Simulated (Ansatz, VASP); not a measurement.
# One calculation of InP, two programs

Contents of INCAR:

```
PREC     = Accurate       # precision mode
ENCUT    = 520            # plane-wave cutoff, eV
EDIFF    = 1E-6           # SCF threshold, eV
ISMEAR   = 0              # smearing method
SIGMA    = 0.15           # smearing width, eV
LREAL    = False          # projectors in reciprocal space
LASPH    = True           # aspherical terms in the spheres
NELM     = 60             # most SCF steps
ALGO     = Normal         # electronic algorithm
ISIF     = 2              # what is computed and relaxed
LWAVE    = False          # write WAVECAR
LCHARG   = False          # write CHGCAR
GGA      = PE             # functional
NBANDS   = 16             # bands
```

The input KPOINTS:

```
regular mesh
0
Gamma
  20 20 20
```

The input POSCAR:

```
InP
1.0
    0.0000000000      2.7087998522      2.8198606461
    2.7087998522      0.0000000000      2.8198606461
    2.7087998522      2.7087998522      0.0000000000
In P
1 1
Direct
    0.0000000000      0.0000000000      0.0000000000
    0.5000000000      0.5000000000      0.5000000000
```

Input for Ansatz:

```yaml
crystal:
  lattice:
    - [0.0, 2.7087998522, 2.8198606461]
    - [2.7087998522, 0.0, 2.8198606461]
    - [2.7087998522, 2.7087998522, 0.0]
  atoms:
    - { symbol: In, position: [0.0, 0.0, 0.0] }
    - { symbol: P, position: [0.5, 0.5, 0.5] }
basis:
  ecutwfc: 420
kpoints:
  mp_grid: { grid: [20, 20, 20] }
hamiltonian:
  xc: pbe
scf:
  occupations: { method: gaussian, width: 0.15 }
output:
  forces: true
  stress: true
  eigenvalues: true
```

Alike in both runs: task single point; functional PBE; k mesh 20 × 20 × 20; occupations gaussian, width 0.15 eV; no spin polarisation.

|  | VASP | Ansatz |
| --- | --- | --- |
| version | VASP 6.6.1 | Ansatz 0.2.0 |
| potentials or method | VASP PAW PBE potentials, release 64 (In_d, P), cutoff 520 eV | scalar-relativistic, plane waves, PAW |
| valence electrons in the cell | 18 | 18 |

VASP gave:

| Property | Result |
| --- | --- |
| gap on the k mesh at the Fermi level (eV) | none |
| pressure (GPa) | 2.3 |
| traceless stress, the component that is largest in VASP (GPa) | -3.01 |

Task: Which values does Ansatz return?

Result: gap on the k mesh at the Fermi level (eV): none; pressure (GPa): 2.4; traceless stress, the component that is largest in VASP (GPa): -3.03.

A gap of «none» marks a metal or a gap that the smearing closes.
